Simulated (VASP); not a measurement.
# NaI (P6_3/mmc) in VASP: relaxation of cell and atoms with PBE

Aim: the relaxation of cell and atoms of NaI with PBE.

All numbers are computed with VASP 6.6.1; they aren't measurements. Logs are shortened: lines on timing, memory, paths and dates and some standing lists are left out, and cuts for length are marked.

## (1) The cell of the first run

The structure is hexagonal, space group P6_3/mmc (No. 194). Conventional cell: a = 4.560 Å, b = 4.560 Å, c = 15.174 Å, α = 90.00°, β = 90.00°, γ = 120.00°. Within 4.3 Å of Na (site symmetry 3m) lie 6 I at 3.23 to 3.26 Å and 1 Na at 3.84 Å. I (site symmetry -3m) has 6 Na at 3.23 Å within 4.3 Å. Within 4.3 Å of I (site symmetry -6m2) lie 6 Na at 3.26 Å.

## (2) Relaxation of cell and atoms, PBE

The input, INCAR:

```
PREC = Accurate
ENCUT = 600
EDIFF = 1E-6
ISMEAR = 0
SIGMA = 0.02
LREAL = False
LASPH = True
NELM = 60
ALGO = Normal
ISIF = 3
LWAVE = False
LCHARG = False
GGA = PE
IBRION = 2
NSW = 100
EDIFFG = -0.01
```

The input, KPOINTS:

```
regular mesh
0
Gamma
  6 6 2
```

The input, POSCAR:

```
NaI
1.0
    4.5596832365      0.0000000000      0.0000000000
   -2.2798416183      3.9488015160      0.0000000000
    0.0000000000      0.0000000000     15.1743386612
Na I
4 4
Direct
    0.6666666667      0.3333333333      0.1235331098
    0.6666666667      0.3333333333      0.3764668902
    0.3333333333      0.6666666667      0.6235331098
    0.3333333333      0.6666666667      0.8764668902
    0.0000000000      0.0000000000      0.0000000000
    0.3333333333      0.6666666667      0.2500000000
    0.0000000000      0.0000000000      0.5000000000
    0.6666666667      0.3333333333      0.7500000000
```

Potentials or basis: VASP PAW PBE potentials, release 64 (Na_pv, I).

The run is started by

```bash
$ cat potpaw_PBE.64/Na_pv/POTCAR potpaw_PBE.64/I/POTCAR > POTCAR
$ mpirun -np 1 vasp_std > vasp.out
```

OUTCAR:

```text
PREC = Accurate
   ENCUT = 600
   EDIFF = 1E-6
   ISMEAR = 0
   LREAL = False
   LASPH = True
   NELM = 60
   ISIF = 3
   GGA = PE
   IBRION = 2
   NSW = 100
   EDIFFG = -0.01

 ion  position               nearest neighbor table
   1  0.667  0.333  0.124-
   2  0.667  0.333  0.376-
   3  0.333  0.667  0.624-
   4  0.333  0.667  0.876-
   5  0.000  0.000  0.000-
   6  0.333  0.667  0.250-
   7  0.000  0.000  0.500-
   8  0.667  0.333  0.750-

  LATTYP: Found a hexagonal cell.
 ALAT       =     4.5596832365
 C/A-ratio  =     3.3279370242

  Lattice vectors:

 A1 = (   4.5596832365,   0.0000000000,   0.0000000000)
 A2 = (  -2.2798416183,   3.9488015160,   0.0000000000)
 A3 = (   0.0000000000,   0.0000000000,  15.1743386612)

Analysis of symmetry for initial positions (statically):
=====================================================================
 Subroutine PRICEL returns:
 Original cell was already a primitive cell.

 Routine SETGRP: Setting up the symmetry group for a
 hexagonal supercell.

 Subroutine GETGRP returns: Found 24 space group operations
 (whereof 12 operations were pure point group operations)
 out of a pool of 24 trial point group operations.

The static configuration has the point symmetry D_3d.
 The point group associated with its full space group is D_6h.

Analysis of symmetry for dynamics (positions and initial velocities):
=====================================================================
 Subroutine PRICEL returns:
 Original cell was already a primitive cell.

 Routine SETGRP: Setting up the symmetry group for a
 hexagonal supercell.

 Subroutine GETGRP returns: Found 24 space group operations
 (whereof 12 operations were pure point group operations)
 out of a pool of 24 trial point group operations.

The dynamic configuration has the point symmetry D_3d.
 The point group associated with its full space group is D_6h.

 Subroutine INISYM returns: Found 24 space group operations
 (whereof 12 operations are pure point group operations),
 and found     1 'primitive' translations

----------------------------------------------------------------------------------------

                                     Primitive cell

  volume of cell :     273.2183

  direct lattice vectors                    reciprocal lattice vectors
     4.559683236  0.000000000  0.000000000     0.219313480  0.126620697  0.000000000
    -2.279841618  3.948801516  0.000000000     0.000000000  0.253241394  0.000000000
     0.000000000  0.000000000 15.174338661     0.000000000  0.000000000  0.065900730

  length of vectors
     4.559683236  4.559683237 15.174338661     0.253241394  0.253241394  0.065900730

  position of ions in fractional coordinates (direct lattice)
     0.666666667  0.333333333  0.123533110
     0.666666667  0.333333333  0.376466890
     0.333333333  0.666666667  0.623533110
     0.333333333  0.666666667  0.876466890
     0.000000000  0.000000000  0.000000000
     0.333333333  0.666666667  0.250000000
     0.000000000  0.000000000  0.500000000
     0.666666667  0.333333333  0.750000000

  ion indices of the primitive-cell ions
   primitive index   ion index
                 1           1
                 2           2
                 3           3
                 4           4
                 5           5
                 6           6
                 7           7
                 8           8

----------------------------------------------------------------------------------------

 KPOINTS: regular mesh

Automatic generation of k-mesh.
 Grid dimensions read from file:
 generate k-points for:    6    6    2

 Generating k-lattice:

  Cartesian coordinates                     Fractional coordinates (reciprocal lattice)
     0.036552247  0.021103449  0.000000000     0.166666667  0.000000000  0.000000000
     0.000000000  0.042206899  0.000000000     0.000000000  0.166666667  0.000000000
     0.000000000  0.000000000  0.032950365     0.000000000  0.000000000  0.500000000

  Length of vectors
     0.042206899  0.042206899  0.032950365

  Shift w.r.t. Gamma in fractional coordinates (k-lattice)
     0.000000000  0.000000000  0.000000000

 Subroutine IBZKPT returns following result:
 ===========================================

 Found     14 irreducible k-points:

 Following reciprocal coordinates:
            Coordinates               Weight
  0.000000  0.000000  0.000000      1.000000
  0.166667  0.000000  0.000000      6.000000
  0.333333  0.000000  0.000000      6.000000
  0.500000  0.000000  0.000000      3.000000
  0.166667  0.166667  0.000000      6.000000
  0.333333  0.166667  0.000000     12.000000
  0.333333  0.333333  0.000000      2.000000
  0.000000  0.000000  0.500000      1.000000
  0.166667  0.000000  0.500000      6.000000
  0.333333  0.000000  0.500000      6.000000
  0.500000  0.000000  0.500000      3.000000
  0.166667  0.166667  0.500000      6.000000
  0.333333  0.166667  0.500000     12.000000
  0.333333  0.333333  0.500000      2.000000
   k-points           NKPTS =     14   k-points in BZ     NKDIM =     14   number of bands    NBANDS=     33
   number of dos      NEDOS =    301   number of ions     NIONS =      8
   total plane-waves  NPLWV = 163296
   dimension x,y,z NGX =    36 NGY =   36 NGZ =  126
   dimension x,y,z NGXF=    72 NGYF=   72 NGZF=  252
   ions per type =               4   4
   NGX,Y,Z   is equivalent  to a cutoff of  13.13, 13.13, 13.80 a.u.
   NGXF,Y,Z  is equivalent  to a cutoff of  26.25, 26.25, 27.61 a.u.
 SYSTEM =  unknown system
   PREC   = accura    normal or accurate (medium, high low for compatibility)
   ISTART =      0    job   : 0-new  1-cont  2-samecut
   ICHARG =      2    charge: 1-file 2-atom 10-const
   ISPIN  =      1    spin polarized calculation?
   LNONCOLLINEAR =      F non collinear calculations
   LSORBIT =      F    spin-orbit coupling
   LASPH  =      T    aspherical Exc in radial PAW
   ENCUT  =  600.0 eV  44.10 Ry    6.64 a.u.   9.11  9.11 30.31*2*pi/ulx,y,z
   NELM   =     60;   NELMIN=  2; NELMDL= -5     # of ELM steps
   EDIFF  = 0.1E-05   stopping-criterion for ELM
   LREAL  =      F    real-space projection
   EDIFFG = -.1E-01   stopping-criterion for IOM
   NSW    =    100    number of steps for IOM
   IBRION =      2    ionic relax: 0-MD 1-quasi-New 2-CG
   NFREE  =      1    steps in history (QN), initial steepest desc. (CG)
   ISIF   =      3    stress and relaxation
   ISYM   =      2    0-nonsym 1-usesym 2-fastsym
   POTIM  = 0.5000    time-step for ionic-motion
   TEBEG  =    0.0;   TEEND  =   0.0 temperature during run
   PSTRESS=    0.0 pullay stress
   NELECT =      56.0000    total number of electrons
   NUPDOWN=      -1.0000    fix difference up-down
   EMIN   =  10.00;   EMAX   =-10.00  energy-range for DOS
   EFERMI =   0.00;   METHOD = LEGACY
   ISMEAR =     0;   SIGMA  =   0.02  broadening in eV -4-tet -1-fermi 0-gaus
   EFERMI_NEDOS =   21; number of points for ismear=-14 and -15
   IALGO  =     38    algorithm
   IMIX   =      4    mixing-type and parameters
     AMIX     =   0.40;   BMIX     =  1.00
     AMIX_MAG =   1.60;   BMIX_MAG =  1.00
  volume/ion in A,a.u.               =      34.15       230.47
  Fermi-wavevector in a.u.,A,eV,Ry     =   0.965238  1.824035 12.676327  0.931684
  Thomas-Fermi vector in A             =   2.094937
   LORBIT       =      0    0 simple, 1 ext, 2 COOP (PROOUT), +10 PAW based schemes
   GGA     = PE    functional components
   LHFCALC =     F    Hartree Fock is set to
   AEXX    =    0.0000 exact exchange contribution
   IVDW    =     0    specifies the selected vdW correction
   LEPSILON=     F    determine dielectric tensor
   LRPA    =     F    only Hartree local field effects (RPA)
 conjugate gradient relaxation of ions
 non-spin polarized calculation
 Gauss-broadening in eV      SIGMA  =   0.02
  energy-cutoff  :      600.00
  volume of cell :      273.22
 maximum number of plane-waves:      9171
   NGX = 19   NGY = 19   NGZ = 61

--------------------------------------- Ionic step        1  -------------------------------------------

 number of electron      55.9999982 magnetization

 Free energy of the ion-electron system (eV)
  ---------------------------------------------------
  ext. energy  EPLUGINS =         0.00000000
  ---------------------------------------------------
  free energy    TOTEN  =       -21.49840599 eV

  energy without entropy =      -21.49840599  energy(sigma->0) =      -21.49840599

------------------------ aborting loop because EDIFF is reached ----------------------------------------

  FORCE on cell =-STRESS in cart. coord.  units (eV):
  Direction    XX          YY          ZZ          XY          YZ          ZX
  --------------------------------------------------------------------------------------
  -------------------------------------------------------------------------------------
  Total        0.5329372      0.5329372      0.6234854     -0.0000000      0.0000000      0.0000000
  in kB        3.1251932      3.1251932      3.6561763     -0.0000000      0.0000000      0.0000000
  external PRESSURE =       3.3021876 kB  Pullay stress =       0.0000000 kB
[... 69 lines left out ...]
  energy  without entropy=      -21.5024701197  energy(sigma->0) =      -21.50247012

--------------------------------------- Ionic step        3  -------------------------------------------

 number of electron      55.9999971 magnetization

 Free energy of the ion-electron system (eV)
  ---------------------------------------------------
  ext. energy  EPLUGINS =         0.00000000
  ---------------------------------------------------
  free energy    TOTEN  =       -21.50372705 eV

  energy without entropy =      -21.50372705  energy(sigma->0) =      -21.50372705

 E-fermi :   0.7816     XC(G=0):  -7.5965

 val. band max:        0.6592743298   @ k =   0.0000   0.0000   0.0000
 cond. band min:       4.1803735488   @ k =   0.0000   0.0000   0.0000
 fundamental gap:      3.5210992190
 Fermi energy:         0.7816084540

 k-point     1 :       0.0000    0.0000    0.0000
  band No.  band energies     occupation
      1     -21.8647      2.00000
      2     -21.8623      2.00000
      3     -21.8576      2.00000
      4     -21.8565      2.00000
      5     -21.8565      2.00000
      6     -21.8564      2.00000
[... 528 lines left out ...]
  FREE ENERGIE OF THE ION-ELECTRON SYSTEM (eV)
  ---------------------------------------------------
  free  energy   TOTEN  =       -21.5037270536 eV

  energy  without entropy=      -21.5037270536  energy(sigma->0) =      -21.50372705

 reached required accuracy - stopping structural energy minimisation
```

It took 4.2 min on 1 thread of Intel Xeon Platinum 8488C (Sapphire Rapids), shared host; peak memory 0.47 GiB.

What came out:

```
Free energy                           : -21.5037 eV
Relaxed volume                        : 34.80 Å³/atom
Relaxed cell                          : a = 4.587 Å, b = 4.587 Å, c = 15.280 Å, α = 90.00°, β = 90.00°, γ = 120.00°
Space group after relaxing (to 0.1 Å) : P6_3/mmc (No. 194)
Energy gained by relaxing             : 0.7 meV/atom
Ionic steps                           : 3
Pressure after relaxing               : 0.0 GPa
Band gap on the k mesh                : 3.52 eV
```

Step by step:
```tsv
step	energy change (eV)	largest force (eV/Å)	pressure (GPa)	volume (Å³)
1	0.0000	0.0011	0.33	273.22
2	-0.0041	0.0008	0.15	276.01
3	-0.0053	0.0007	0.02	278.43
```

Final structure:
```cif
data_structure
_symmetry_space_group_name_H-M 'P 1'
_symmetry_Int_Tables_number 1
_cell_length_a 4.5869
_cell_length_b 4.5869
_cell_length_c 15.2804
_cell_angle_alpha 90.000
_cell_angle_beta 90.000
_cell_angle_gamma 120.000
_cell_volume 278.43
loop_
_atom_site_label
_atom_site_type_symbol
_atom_site_fract_x
_atom_site_fract_y
_atom_site_fract_z
_atom_site_occupancy
Na1 Na 0.66667 0.33333 0.12354 1
Na2 Na 0.66667 0.33333 0.37646 1
Na3 Na 0.33333 0.66667 0.62354 1
Na4 Na 0.33333 0.66667 0.87646 1
I1 I 0.00000 0.00000 0.00000 1
I2 I 0.33333 0.66667 0.25000 1
I3 I 0.00000 0.00000 0.50000 1
I4 I 0.66667 0.33333 0.75000 1
```

Levels at points of the mesh, in eV from the valence-band top:
```tsv
k point	band 25	band 26	band 27	band 28	band 29	band 30	band 31	band 32
(0.00, 0.00, 0.00)	-0.09	-0.09	0.00	0.00	3.52	4.80	4.80	5.09
(0.50, 0.00, 0.00)	-0.56	-0.46	-0.40	-0.29	4.58	4.82	5.26	5.61
(0.00, 0.00, 0.50)	-0.03	-0.03	-0.03	-0.03	4.02	4.02	5.08	5.08
(0.50, 0.00, 0.50)	-0.57	-0.57	-0.35	-0.35	4.89	4.89	5.28	5.28
```

Caveat: spin-orbit coupling is left out, which moves the levels of the heavy elements. A k mesh can miss the band edges.
